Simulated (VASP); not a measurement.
Set up this calculation in VASP 6.6.1, as the native input.

* Task: single point
* Functional: PBE
* Potentials or basis: VASP PAW PBE potentials, release 64 (Ti_sv, Al)
* Cutoff: 520 eV
* k mesh: 4 × 4 × 4
* Occupations: gaussian, width 0.1 eV
* Spin: collinear spin, ferromagnetic start
* Starting moments: [1.0, 0.0, 0.0, 0.0] μB
* Dipole correction: no
* Further INCAR settings: ALGO = Normal; EDIFF = 1e-07; NBANDS = 22

The structure of TiAl3 lies in POSCAR:

```
TiAl3
1.0
    3.9777342618      0.0000000000      0.0000000000
    0.0000000000      3.9777342618      0.0000000000
    0.0000000000      0.0000000000      3.9777342618
Ti Al
1 3
Direct
    0.5000000000      0.5000000000      0.5000000000
    0.0000000000      0.5000000000      0.0000000000
    0.5000000000      0.0000000000      0.0000000000
    0.0000000000      0.0000000000      0.5000000000
```

One way to write it, as run:

INCAR

```
  PREC = Accurate
  ENCUT = 520
  EDIFF = 1E-7
  ISMEAR = 0
  SIGMA = 0.1
  LREAL = False
  LASPH = True
  NELM = 150
  ALGO = Normal
  ISIF = 2
  LWAVE = False
  LCHARG = False
  ISPIN = 2
  MAGMOM = 1 0 0 0
  LORBIT = 11
  LMAXMIX = 4
  GGA = PE
  NBANDS = 22
```

KPOINTS

```
regular mesh
0
Gamma
  4 4 4
```

Potentials or basis: VASP PAW PBE potentials, release 64 (Ti_sv, Al).

Run with:

```sh
$ cat potpaw_PBE.64/Ti_sv/POTCAR potpaw_PBE.64/Al/POTCAR > POTCAR
$ mpirun -np 1 vasp_std > vasp.out
```

It gave:

The pressure is 0.3 GPa, the net moment is 0.00 μB per cell and the valence electrons inside the program's atomic spheres are Ti 10.31; Al 0.81.

Caveat: the k points lie up to 0.39 Å⁻¹ apart.

Run time: 14 s on 1 thread of Intel(R) Xeon(R) 6975P-C (Granite Rapids) (shared host), peak memory 0.18 GiB.
